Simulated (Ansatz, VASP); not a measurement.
## One calculation of SnO2, two programs

```
Sn O
1.0
     1.61709    0.93363    4.80059
    -1.61709    0.93363    4.80059
     0.00000   -1.86726    4.80059
Sn O
1 2
Direct
  0.50000 0.50000 0.50000
  0.23717 0.23717 0.23717
  0.76283 0.76283 0.76283
```

Alike in both runs: task single point; functional BLYP; k mesh 8 × 8 × 8; no spin polarisation.

|  | VASP | Ansatz |
| --- | --- | --- |
| version | VASP 6.6.1 | Ansatz 0.2.0 |
| potentials or method | VASP PAW PBE potentials, release 64 (Sn_d, O) | plane waves, PAW |
| plane-wave cutoff (eV) | 600 | 420 |
| occupations | gaussian, width 0.01 eV | fixed |
| valence electrons in the cell | 26 | 26 |

|  | VASP | Ansatz | Ansatz less VASP |
| --- | --- | --- | --- |
| pressure (GPa) | 4.3 | 3.7 | -0.61 |
| traceless stress, the component that is largest in VASP (GPa) | -3.03 | -2.50 | +0.528 |

VASP's potentials were made for PBE, not for BLYP.
